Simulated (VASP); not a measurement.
# BeZn2TeS2: single point with PBE

BeZn2TeS2:

```
CELL_PARAMETERS angstrom
4.46195 0.00000 0.00000
0.00000 4.46195 0.00000
0.00000 0.00000 5.44042
ATOMIC_POSITIONS crystal
Be 0.00000 0.00000 0.00000
Zn 0.50000 0.50000 0.26576
Zn 0.50000 0.50000 0.73424
Te 0.00000 0.00000 0.50000
S 0.00000 0.50000 0.00000
S 0.50000 0.00000 0.00000
```

* Program: VASP 6.6.1
* Task: single point
* Functional: PBE
* Potentials or basis: VASP PAW PBE potentials, release 64 (Be, Zn, Te, S)
* Cutoff: 520 eV
* k mesh: 4 × 4 × 4
* Occupations: gaussian, width 0.1 eV
* Spin: no spin polarisation
* Dipole correction: no
* Further INCAR settings: ALGO = Normal; EDIFF = 1e-06; NBANDS = 31

The pressure is 0.1 GPa. The largest force is 0.035 eV/Å and the band gap on the k mesh is zero (band 22 reaches 5.10 eV, above the bottom of band 23 at 3.87 eV).

Forces in eV/Å, atoms in the order of the input:
```
Be   0.000  0.000  0.000
Zn   0.000  0.000  0.035
Zn   0.000  0.000 -0.035
Te   0.000  0.000  0.000
S    0.000  0.000  0.000
S    0.000  0.000  0.000
```

Stress tensor (GPa, compression positive):
```
 0.26  0.00  0.00
 0.00  0.26  0.00
 0.00  0.00 -0.19
```

Levels at points of the mesh, in eV from the Fermi level:
| k point | band 20 | band 21 | band 22 | band 23 | band 24 | band 25 |
| --- | --- | --- | --- | --- | --- | --- |
| (0.00, 0.00, 0.00) | -1.09 | -0.35 | -0.35 | 0.05 | 1.30 | 3.02 |
| (0.50, 0.00, 0.00) | -2.86 | -0.15 | -0.02 | 1.61 | 2.95 | 3.12 |
| (0.50, 0.50, 0.00) | -2.20 | -1.43 | -0.08 | 0.25 | 0.47 | 4.70 |
| (0.00, 0.00, 0.50) | -1.28 | -1.01 | -1.01 | -0.71 | -0.55 | 4.58 |
| (0.50, 0.00, 0.50) | -0.61 | -0.47 | -0.11 | 1.23 | 2.81 | 2.92 |
| (0.50, 0.50, 0.50) | 0.15 | 0.36 | 0.36 | 0.47 | 2.91 | 4.68 |

Wall time 36 s on 1 thread of Intel(R) Xeon(R) Platinum 8488C (Sapphire Rapids) (shared host), peak memory 0.25 GiB.

Caveat: spin-orbit coupling is left out, which moves the levels of the heavy elements.
